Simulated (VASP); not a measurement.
# BaTe in VASP: further runs

Aim: see how the results for BaTe move with the level of theory and the settings. Levels: PBEsol, r2SCAN+rVV10. Tasks: single point, relaxation of cell and atoms.

All numbers are computed with VASP 6.6.1; they aren't measurements. Logs are shortened: lines on timing, memory, paths and dates and some standing lists are left out, and cuts for length are marked.

### 1 The cell of the first run

The structure is cubic, space group Fm-3m (No. 225). Conventional cell: a = 6.941 Å, b = 6.941 Å, c = 6.941 Å, α = 90.00°, β = 90.00°, γ = 90.00°. Ba (site symmetry m-3m) has 6 Te at 3.47 Å within 4.6 Å. Within 4.6 Å of Te (site symmetry m-3m) lie 6 Ba at 3.47 Å.

### 2 Single point, PBEsol

INCAR reads:

```
PREC = Accurate
ENCUT = 500
EDIFF = 1E-6
ISMEAR = -1
SIGMA = 0.03
LREAL = F
LASPH = T
NELM = 120
ALGO = Normal
ISIF = 2
LWAVE = F
LCHARG = T
GGA = PS
LELF = T
LVHAR = T
NBANDS = 15
GGA_COMPAT = F
```

KPOINTS reads:

```
regular mesh
0
Gamma
  6 6 6
```

POSCAR reads:

```
BaTe
1.0
    0.0000000000      3.4703048531      3.4703048531
    3.4703048531      0.0000000000      3.4703048531
    3.4703048531      3.4703048531      0.0000000000
Ba Te
1 1
Direct
    0.0000000000      0.0000000000      0.0000000000
    0.5000000000      0.5000000000      0.5000000000
```

Potentials or basis: VASP PAW PBE potentials, release 64 (Ba_sv, Te).

Launch:

```
> cat potpaw_PBE.64/Ba_sv/POTCAR potpaw_PBE.64/Te/POTCAR > POTCAR
> mpirun -np 1 vasp_std > vasp.out
```

OUTCAR:

```text
PREC = Accurate
   ENCUT = 500
   EDIFF = 1E-6
   ISMEAR = -1
   LREAL = F
   LASPH = T
   NELM = 120
   ISIF = 2
   GGA = PS

 ion  position               nearest neighbor table
   1  0.000  0.000  0.000-   2 3.47   2 3.47   2 3.47   2 3.47   2 3.47   2 3.47
   2  0.500  0.500  0.500-   1 3.47   1 3.47   1 3.47   1 3.47   1 3.47   1 3.47

  LATTYP: Found a face centered cubic cell.
 ALAT       =     6.9406097062

  Lattice vectors:

 A1 = (   0.0000000000,   3.4703048531,   3.4703048531)
 A2 = (   3.4703048531,   0.0000000000,   3.4703048531)
 A3 = (   3.4703048531,   3.4703048531,   0.0000000000)

Analysis of symmetry for initial positions (statically):
=====================================================================
 Subroutine PRICEL returns:
 Original cell was already a primitive cell.

 Routine SETGRP: Setting up the symmetry group for a
 face centered cubic supercell.

 Subroutine GETGRP returns: Found 48 space group operations
 (whereof 48 operations were pure point group operations)
 out of a pool of 48 trial point group operations.

The static configuration has the point symmetry O_h .

Analysis of symmetry for dynamics (positions and initial velocities):
=====================================================================
 Subroutine PRICEL returns:
 Original cell was already a primitive cell.

 Routine SETGRP: Setting up the symmetry group for a
 face centered cubic supercell.

 Subroutine GETGRP returns: Found 48 space group operations
 (whereof 48 operations were pure point group operations)
 out of a pool of 48 trial point group operations.

The dynamic configuration has the point symmetry O_h .

 Subroutine INISYM returns: Found 48 space group operations
 (whereof 48 operations are pure point group operations),
 and found     1 'primitive' translations

----------------------------------------------------------------------------------------

                                     Primitive cell

  volume of cell :      83.5859

  direct lattice vectors                    reciprocal lattice vectors
     0.000000000  3.470304853  3.470304853    -0.144079561  0.144079561  0.144079561
     3.470304853  0.000000000  3.470304853     0.144079561 -0.144079561  0.144079561
     3.470304853  3.470304853  0.000000000     0.144079561  0.144079561 -0.144079561

  length of vectors
     4.907752189  4.907752189  4.907752189     0.249553120  0.249553120  0.249553120

  position of ions in fractional coordinates (direct lattice)
     0.000000000  0.000000000  0.000000000
     0.500000000  0.500000000  0.500000000

  ion indices of the primitive-cell ions
   primitive index   ion index
                 1           1
                 2           2

----------------------------------------------------------------------------------------

 KPOINTS: regular mesh

Automatic generation of k-mesh.
 Grid dimensions read from file:
 generate k-points for:    6    6    6

 Generating k-lattice:

  Cartesian coordinates                     Fractional coordinates (reciprocal lattice)
    -0.024013260  0.024013260  0.024013260     0.166666667  0.000000000  0.000000000
     0.024013260 -0.024013260  0.024013260     0.000000000  0.166666667  0.000000000
     0.024013260  0.024013260 -0.024013260     0.000000000  0.000000000  0.166666667

  Length of vectors
     0.041592187  0.041592187  0.041592187

  Shift w.r.t. Gamma in fractional coordinates (k-lattice)
     0.000000000  0.000000000  0.000000000

 Subroutine IBZKPT returns following result:
 ===========================================

 Found     16 irreducible k-points:

 Following reciprocal coordinates:
            Coordinates               Weight
  0.000000  0.000000  0.000000      1.000000
  0.166667  0.000000  0.000000      8.000000
  0.333333  0.000000  0.000000      8.000000
  0.500000  0.000000  0.000000      4.000000
  0.166667  0.166667  0.000000      6.000000
  0.333333  0.166667  0.000000     24.000000
[... 8 lines left out ...]
 -0.333333  0.333333  0.166667     24.000000
 -0.333333  0.500000  0.166667     12.000000
   k-points           NKPTS =     16   k-points in BZ     NKDIM =     16   number of bands    NBANDS=     15
   number of dos      NEDOS =    301   number of ions     NIONS =      2
   total plane-waves  NPLWV =  46656
   dimension x,y,z NGX =    36 NGY =   36 NGZ =   36
   dimension x,y,z NGXF=    72 NGYF=   72 NGZF=   72
   ions per type =               1   1
   NGX,Y,Z   is equivalent  to a cutoff of  12.19, 12.19, 12.19 a.u.
   NGXF,Y,Z  is equivalent  to a cutoff of  24.39, 24.39, 24.39 a.u.
 SYSTEM =  unknown system
   PREC   = accura    normal or accurate (medium, high low for compatibility)
   ISTART =      0    job   : 0-new  1-cont  2-samecut
   ICHARG =      2    charge: 1-file 2-atom 10-const
   ISPIN  =      1    spin polarized calculation?
   LNONCOLLINEAR =      F non collinear calculations
   LSORBIT =      F    spin-orbit coupling
   LASPH  =      T    aspherical Exc in radial PAW
   ENCUT  =  500.0 eV  36.75 Ry    6.06 a.u.   8.95  8.95  8.95*2*pi/ulx,y,z
   NELM   =    120;   NELMIN=  2; NELMDL= -5     # of ELM steps
   EDIFF  = 0.1E-05   stopping-criterion for ELM
   LREAL  =      F    real-space projection
   EDIFFG = 0.1E-04   stopping-criterion for IOM
   NSW    =      0    number of steps for IOM
   IBRION =     -1    ionic relax: 0-MD 1-quasi-New 2-CG
   NFREE  =      0    steps in history (QN), initial steepest desc. (CG)
   ISIF   =      2    stress and relaxation
   ISYM   =      2    0-nonsym 1-usesym 2-fastsym
   POTIM  = 0.5000    time-step for ionic-motion
   TEBEG  =    0.0;   TEEND  =   0.0 temperature during run
   PSTRESS=    0.0 pullay stress
   NELECT =      16.0000    total number of electrons
   NUPDOWN=      -1.0000    fix difference up-down
   EMIN   =  10.00;   EMAX   =-10.00  energy-range for DOS
   EFERMI =   0.00;   METHOD = LEGACY
   ISMEAR =    -1;   SIGMA  =   0.03  broadening in eV -4-tet -1-fermi 0-gaus
   EFERMI_NEDOS =   21; number of points for ismear=-14 and -15
   IALGO  =     38    algorithm
   IMIX   =      4    mixing-type and parameters
     AMIX     =   0.40;   BMIX     =  1.00
     AMIX_MAG =   1.60;   BMIX_MAG =  1.00
  volume/ion in A,a.u.               =      41.79       282.03
  Fermi-wavevector in a.u.,A,eV,Ry     =   0.943490  1.782937 12.111538  0.890173
  Thomas-Fermi vector in A             =   2.071202
   LORBIT       =      0    0 simple, 1 ext, 2 COOP (PROOUT), +10 PAW based schemes
   GGA     = PS    functional components
   LHFCALC =     F    Hartree Fock is set to
   AEXX    =    0.0000 exact exchange contribution
   IVDW    =     0    specifies the selected vdW correction
   LEPSILON=     F    determine dielectric tensor
   LRPA    =     F    only Hartree local field effects (RPA)
 non-spin polarized calculation
  energy-cutoff  :      500.00
  volume of cell :       83.59
 maximum number of plane-waves:      2158
   NGX = 17   NGY = 17   NGZ = 17

 number of electron      16.0000000 magnetization

 Free energy of the ion-electron system (eV)
  ---------------------------------------------------
  ext. energy  EPLUGINS =         0.00000000
  ---------------------------------------------------
  free energy    TOTEN  =        -9.19002854 eV

  energy without entropy =       -9.19002854  energy(sigma->0) =       -9.19002854

 E-fermi :   3.0215     XC(G=0):  -8.5133

 val. band max:        2.3174867854   @ k =   0.0000   0.0000   0.0000
 cond. band min:       3.6883433448   @ k =   0.5000   0.5000   0.0000
 fundamental gap:      1.3708565593
 Fermi energy:         3.0215434340

 k-point     1 :       0.0000    0.0000    0.0000
  band No.  band energies     occupation
      1     -24.6003      2.00000
      2      -9.7450      2.00000
      3      -9.7450      2.00000
      4      -9.7450      2.00000
      5      -7.3199      2.00000
      6       2.3175      2.00000
      7       2.3175      2.00000
      8       2.3175      2.00000
      9       5.1638      0.00000
     10       5.1638      0.00000
     11       5.1638      0.00000
     12       5.1698      0.00000
     13       5.8371      0.00000
     14       5.8371      0.00000
     15       9.1536      0.00000

 k-point     2 :       0.1667    0.0000    0.0000
  band No.  band energies     occupation
      1     -24.5964      2.00000
      2      -9.8902      2.00000
      3      -9.7483      2.00000
      4      -9.7483      2.00000
      5      -7.0978      2.00000
      6       1.4643      2.00000
      7       1.9113      2.00000
      8       1.9113      2.00000
      9       5.2052      0.00000
     10       5.5139      0.00000
     11       5.5139      0.00000
     12       6.2987      0.00000
     13       6.6350      0.00000
     14       6.6350      0.00000
     15      10.0279      0.00000

 k-point     3 :       0.3333    0.0000    0.0000
  band No.  band energies     occupation
      1     -24.5886      2.00000
      2     -10.1313      2.00000
      3      -9.7547      2.00000
      4      -9.7547      2.00000
      5      -6.6884      2.00000
      6       0.3872      2.00000
      7       1.3429      2.00000
      8       1.3429      2.00000
      9       5.6382      0.00000
     10       6.4108      0.00000
     11       6.4108      0.00000
     12       7.6826      0.00000
     13       8.3443      0.00000
     14       8.3443      0.00000
     15      10.4631      0.00000
[... 199 lines left out ...]
 k-point    15 :      -0.3333    0.3333    0.1667
  band No.  band energies     occupation
      1     -24.5808      2.00000
      2     -10.0592      2.00000
      3      -9.8752      2.00000
      4      -9.8193      2.00000
      5      -6.7715      2.00000
      6       0.6554      2.00000
      7       1.2851      2.00000
      8       1.3168      2.00000
      9       5.8397      0.00000
     10       5.9602      0.00000
     11       7.6911      0.00000
     12       7.7339      0.00000
     13       7.8870      0.00000
     14       9.6132      0.00000
     15      10.5888      0.00000

 k-point    16 :      -0.3333    0.5000    0.1667
  band No.  band energies     occupation
      1     -24.5795      2.00000
      2      -9.9489      2.00000
      3      -9.9044      2.00000
      4      -9.8769      2.00000
      5      -6.9248      2.00000
      6       1.1751      2.00000
      7       1.2198      2.00000
      8       1.5306      2.00000
      9       4.7786      0.00000
     10       6.8419      0.00000
     11       7.0385      0.00000
     12       7.6754      0.00000
     13       8.1338      0.00000
     14       8.8931      0.00000
     15      10.4510      0.00000

------------------------ aborting loop because EDIFF is reached ----------------------------------------

  FORCE on cell =-STRESS in cart. coord.  units (eV):
  Direction    XX          YY          ZZ          XY          YZ          ZX
  --------------------------------------------------------------------------------------
  -------------------------------------------------------------------------------------
  Total        0.2110906      0.2110906      0.2110906      0.0000000     -0.0000000      0.0000000
  in kB        4.0461929      4.0461929      4.0461929      0.0000000     -0.0000000      0.0000000
  external PRESSURE =       4.0461929 kB  Pullay stress =       0.0000000 kB

 VOLUME and BASIS-vectors are now :
 -----------------------------------------------------------------------------
  energy-cutoff  :      500.00
  volume of cell :       83.59
      direct lattice vectors                 reciprocal lattice vectors
     0.000000000  3.470304853  3.470304853    -0.144079561  0.144079561  0.144079561
     3.470304853  0.000000000  3.470304853     0.144079561 -0.144079561  0.144079561
     3.470304853  3.470304853  0.000000000     0.144079561  0.144079561 -0.144079561

 POSITION                                       TOTAL-FORCE (eV/Angst)
 -----------------------------------------------------------------------------------
      0.00000      0.00000      0.00000        -0.000000      0.000000     -0.000000
      3.47030      3.47030      3.47030         0.000000      0.000000      0.000000
 -----------------------------------------------------------------------------------
    total drift:                                0.000000      0.000000      0.000000

  FREE ENERGIE OF THE ION-ELECTRON SYSTEM (eV)
  ---------------------------------------------------
  free  energy   TOTEN  =        -9.1900285439 eV

  energy  without entropy=       -9.1900285439  energy(sigma->0) =       -9.19002854
```

It took 32 s on 1 thread of Intel Xeon 8259CL, shared host; peak memory 0.21 GiB.

Results:

```yaml
Free_energy: -9.1900 eV
Pressure: 0.4 GPa
Band_gap_on_the_k_mesh: 1.37 eV (least direct gap 1.76 eV)
```

Levels at points of the mesh, in eV from the valence-band top:
```csv
k point,band 5,band 6,band 7,band 8,band 9,band 10,band 11,band 12
"(0.00, 0.00, 0.00)",-9.64,0.00,0.00,0.00,2.85,2.85,2.85,2.85
"(0.50, 0.00, 0.00)",-8.81,-2.36,-1.20,-1.20,4.11,4.76,4.90,4.90
"(0.50, 0.50, 0.00)",-9.42,-1.16,-0.39,-0.39,1.37,4.46,4.65,5.68
```

Caveat: the PAW data sets were made with another functional, which shifts forces and pressure a little; spin-orbit coupling is left out, which moves the levels of the heavy elements. A k mesh can miss the band edges.

### 3 Single point, r2SCAN+rVV10

This run uses another cell than the first one, of 43.17 Å³/atom.

POSCAR reads:

```
BaTe
1.0
    0.0000000000      3.5081284756      3.5081284756
    3.5081284756      0.0000000000      3.5081284756
    3.5081284756      3.5081284756      0.0000000000
Ba Te
1 1
Direct
    0.0000000000      0.0000000000      0.0000000000
    0.5000000000      0.5000000000      0.5000000000
```

INCAR.step1 reads:

```
SYSTEM = BaTe
  ALGO = Normal
  EDIFF = 1E-5
  ENCUT = 550
  GGA = PE
  GGA_COMPAT = .FALSE.
  ISMEAR = -1
  LASPH = .TRUE.
  LCHARG = .FALSE.
  LREAL = .FALSE.
  LWAVE = .TRUE.
  NBANDS = 15
  NELM = 120
  PREC = Accurate
  SIGMA = 0.03
```

INCAR.step2 reads:

```
SYSTEM = BaTe
  ALGO = Normal
  BPARAM = 11.95
  CPARAM = 0.0093
  EDIFF = 1E-6
  ENCUT = 550
  GGA_COMPAT = .FALSE.
  ISIF = 2
  ISMEAR = -1
  ISTART = 1
  IVDW_NL = 2
  LASPH = .TRUE.
  LCHARG = .FALSE.
  LMIXTAU = .TRUE.
  LREAL = .FALSE.
  LUSE_VDW = .TRUE.
  LWAVE = .FALSE.
  METAGGA = R2SCAN
  NBANDS = 15
  NELM = 120
  PREC = Accurate
  SIGMA = 0.03
```

KPOINTS reads:

```
k-points
0
G
  6 6 6
  0 0 0
```

Potentials or basis: VASP PAW PBE potentials, release 64 (Ba_sv, Te).

Launch:

```
> cat potpaw_PBE.64/Ba_sv/POTCAR potpaw_PBE.64/Te/POTCAR > POTCAR
> cp INCAR.step1 INCAR
> mpirun -np 1 vasp_std > vasp.out
> cp INCAR.step2 INCAR
> mpirun -np 1 vasp_std > vasp.out
```

OUTCAR:

```text
SYSTEM = BaTe
   BPARAM = 11.95
   EDIFF = 1E-6
   ENCUT = 550
   ISIF = 2
   ISMEAR = -1
   ISTART = 1
   IVDW_NL = 2
   LASPH = .TRUE.
   LREAL = .FALSE.
   METAGGA = R2SCAN
   NELM = 120
   PREC = Accurate

 ion  position               nearest neighbor table
   1  0.000  0.000  0.000-   2 3.51   2 3.51   2 3.51   2 3.51   2 3.51   2 3.51
   2  0.500  0.500  0.500-   1 3.51   1 3.51   1 3.51   1 3.51   1 3.51   1 3.51

  LATTYP: Found a face centered cubic cell.
 ALAT       =     7.0162569512

[... 468 lines left out ...]
------------------------ aborting loop because EDIFF is reached ----------------------------------------

  FORCE on cell =-STRESS in cart. coord.  units (eV):
  Direction    XX          YY          ZZ          XY          YZ          ZX
  --------------------------------------------------------------------------------------
  -------------------------------------------------------------------------------------
  Total        0.2512298      0.2512298      0.2512298      0.0000000      0.0000000      0.0000000
  in kB        4.6614960      4.6614960      4.6614960      0.0000000      0.0000000      0.0000000
  external PRESSURE =       4.6614960 kB  Pullay stress =       0.0000000 kB

 VOLUME and BASIS-vectors are now :
 -----------------------------------------------------------------------------
  energy-cutoff  :      550.00
  volume of cell :       86.35
      direct lattice vectors                 reciprocal lattice vectors
     0.000000000  3.508128476  3.508128476    -0.142526137  0.142526137  0.142526137
     3.508128476  0.000000000  3.508128476     0.142526137 -0.142526137  0.142526137
     3.508128476  3.508128476  0.000000000     0.142526137  0.142526137 -0.142526137

 POSITION                                       TOTAL-FORCE (eV/Angst)
 -----------------------------------------------------------------------------------
      0.00000      0.00000      0.00000        -0.000000      0.000000      0.000000
      3.50813      3.50813      3.50813         0.000000     -0.000000      0.000000
 -----------------------------------------------------------------------------------
    total drift:                                0.000000     -0.000000     -0.000000

  FREE ENERGIE OF THE ION-ELECTRON SYSTEM (eV)
  ---------------------------------------------------
  free  energy   TOTEN  =       -55.5942578669 eV

  energy  without entropy=      -55.5942578669  energy(sigma->0) =      -55.59425787
```

OSZICAR.step1:

```text
N       E                     dE             d eps       ncg     rms          rms(c)
DAV:   1     0.858488824670E+02    0.85849E+02   -0.63507E+03   480   0.921E+02
DAV:   2    -0.327629165644E+01   -0.89125E+02   -0.80198E+02   644   0.157E+02
DAV:   3    -0.858226118394E+01   -0.53060E+01   -0.52613E+01   643   0.410E+01
DAV:   4    -0.871994773979E+01   -0.13769E+00   -0.13754E+00   635   0.651E+00
DAV:   5    -0.872294328427E+01   -0.29955E-02   -0.29953E-02   682   0.776E-01    0.368E+00
DAV:   6    -0.861174693632E+01    0.11120E+00   -0.12823E-01   578   0.179E+00    0.242E+00
DAV:   7    -0.861427146997E+01   -0.25245E-02   -0.10832E-01   585   0.186E+00    0.827E-01
DAV:   8    -0.862074823499E+01   -0.64768E-02   -0.14679E-02   508   0.821E-01    0.201E-01
DAV:   9    -0.862114119425E+01   -0.39296E-03   -0.79234E-04   613   0.188E-01    0.641E-02
DAV:  10    -0.862135232018E+01   -0.21113E-03   -0.35044E-04   515   0.131E-01    0.228E-02
DAV:  11    -0.862136758237E+01   -0.15262E-04   -0.45291E-05   635   0.380E-02    0.224E-02
DAV:  12    -0.862136350144E+01    0.40809E-05   -0.14015E-05   550   0.195E-02
   1 F= -.86213635E+01 E0= -.86213635E+01  d E =-.306067E-10
```

Wall time 6.7 min (1 thread of Intel Xeon 8259CL, shared host); peak memory 0.5 GiB.

Results:

```
Free energy            : -55.5943 eV
Pressure               : 0.5 GPa
Band gap on the k mesh : 1.84 eV (least direct gap 2.23 eV)
```

Caveat: the PAW data sets were made with another functional, which shifts forces and pressure a little; spin-orbit coupling is left out, which moves the levels of the heavy elements. A k mesh can miss the band edges.

(Continued in part 2 of 3.)
